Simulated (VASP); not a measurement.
The system is PbS.

```
CELL_PARAMETERS angstrom
2.07995 -5.99130 0.00000
2.07995 5.99130 0.00000
0.00000 0.00000 4.27932
ATOMIC_POSITIONS crystal
Pb 0.86944 0.13056 0.75000
Pb 0.13056 0.86944 0.25000
S 0.64520 0.35480 0.75000
S 0.35480 0.64520 0.25000
```

* Program: VASP 6.6.1
* Task: relaxation of cell and atoms
* Functional: PBE
* Dispersion: D3(BJ)
* Potentials or basis: VASP PAW PBE potentials, release 64 (Pb_d, S)
* Cutoff: 600 eV
* k mesh: 8 × 8 × 6
* Occupations: gaussian, width 0.02 eV
* Spin: no spin polarisation

At the start: pressure -1.0 GPa; volume 26.66 Å³/atom.

Problem. Where does the relaxation end?

Solution. Over 19 steps the energy falls by 5.9 meV/atom and the volume is 25.53 Å³/atom (-4.3 %); space group Cmcm (No. 63, to 0.1 Å) before and after.

The path:
```
step  energy change (eV)  largest force (eV/Å)  pressure (GPa)  volume (Å³)
   1              0.0000                0.0986           -1.02       106.65
   2             -0.0091                0.1719            0.22       104.06
   3             -0.0092                0.1675            0.11       104.21
   4             -0.0132                0.1042            0.02       103.91
   5             -0.0168                0.0415           -0.12       103.14
   6             -0.0193                0.0455           -0.13       102.81
   7             -0.0215                0.0518           -0.08       102.34
   8             -0.0213                0.0685            0.05       101.40
   9             -0.0222                0.0570           -0.01       101.93
  10             -0.0227                0.0349            0.02       101.98
  11             -0.0229                0.0328            0.06       102.06
  12             -0.0231                0.0253           -0.01       102.20
  13             -0.0231                0.0192           -0.07       102.32
  14             -0.0232                0.0178           -0.04       102.24
  15             -0.0232                0.0154            0.04       102.11
  16             -0.0233                0.0113            0.02       102.13
  17             -0.0234                0.0081           -0.01       102.15
  18             -0.0234                0.0052           -0.01       102.13
  19             -0.0234                0.0018           -0.02       102.10
```

Final structure:
```xyz
4
Lattice="2.0566 -5.8151 0.0000 2.0566 5.8151 0.0000 0.0000 0.0000 4.2688" Properties=species:S:1:pos:R:3 pbc="T T T"
Pb    2.0566   -4.3370    3.2016
Pb    2.0566    4.3370    1.0672
S     2.0566   -1.6333    3.2016
S     2.0566    1.6333    1.0672
```
